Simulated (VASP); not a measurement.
Runs of VASP 6.6.1 on S. The structure is that of space group Pmma (No. 51), or close to it. The cells are those of the table. 

```csv
cell,k mesh,gap on the mesh (eV),largest force (eV/Å)
"a = 2.353, b = 2.353, c = 18.000 Å, 2 atoms",8 × 8 × 1,none,0.02
"a = 2.367, b = 2.335, c = 30.730 Å, 2 atoms",24 × 24 × 1,none,-
"a = 2.364, b = 2.346, c = 30.730 Å, 2 atoms",24 × 24 × 1,none,(a)
"a = 2.364, b = 2.346, c = 30.730 Å, 2 atoms",8 × 8 × 1,none,-
```

Alike in all rows: task single point; level PBE+D3(BJ); potentials or basis VASP PAW PBE potentials, release 64 (S); no spin polarisation; cutoff (eV) 520; smearing gaussian 0.1 eV.

**Question.** Estimate the missing entries.

**Answer.** (a) 0.04.

A gap of «none» marks levels without a gap at the run's occupations.
